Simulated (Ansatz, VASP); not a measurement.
Se: VASP beside Ansatz

INCAR

```
  ALGO = Normal
  EDIFF = 1E-7
  ENCUT = 520
  GGA = RE
  ISIF = 2
  ISMEAR = -1
  LASPH = T
  LCHARG = F
  LREAL = F
  LWAVE = F
  NBANDS = 9
  NELM = 80
  PREC = Accurate
  SIGMA = 0.1
```

The input KPOINTS:

```
k-points
0
Gamma
  14 14 14
```

File POSCAR:

```
Se
1.0
    0.0000000000      2.2688930325      2.2688930325
    2.2688930325      0.0000000000      2.2688930325
    2.2688930325      2.2688930325      0.0000000000
Se
1
Direct
    0.0000000000      0.0000000000      0.0000000000
```

Input for Ansatz:

```yaml
crystal:
  lattice:
    - [0.0, 2.2688930325, 2.2688930325]
    - [2.2688930325, 0.0, 2.2688930325]
    - [2.2688930325, 2.2688930325, 0.0]
  atoms:
    - { symbol: Se, position: [0.0, 0.0, 0.0] }
hamiltonian:
  xc: revpbe
  pseudopotentials:
    kind: paw
    azcp:
      Se: "pseudopotentials/Se.paw.azcp"
basis:
  ecutwfc: 420
  fft_grid_basis: typed
kpoints:
  mp_grid: { grid: [14, 14, 14], shift: [0, 0, 0] }
magnetization:
  spin_polarized: false
scf:
  occupations: { method: fermi_dirac, width: 0.1 }
  lower_state_search: "off"
output:
  stress: true
  write_density: true
  write_potential: true
  elf: true
  volumetric_format: npy
```

Alike in both runs: task single point; functional revPBE; k mesh 14 × 14 × 14; occupations fermi-dirac, width 0.1 eV; no spin polarisation.

|  | VASP | Ansatz |
| --- | --- | --- |
| version | VASP 6.6.1 | Ansatz 0.2.0 |
| potentials or method | VASP PAW PBE potentials, release 64 (Se), cutoff 520 eV | plane waves (420 eV) with PAW, scalar-relativistic |
| valence electrons in the cell | 6 | 16 |

```csv
,VASP,Ansatz,Ansatz less VASP
pressure (GPa),-5.5,-5.5,+0.02
```

VASP's potentials were made for PBE, not for revPBE. The functional is the same, so the differences come from potentials, cutoffs and numerics. VASP's potentials hold 6 valence electrons a cell and Ansatz's 16, so a difference there can come from the potentials and not from the codes.
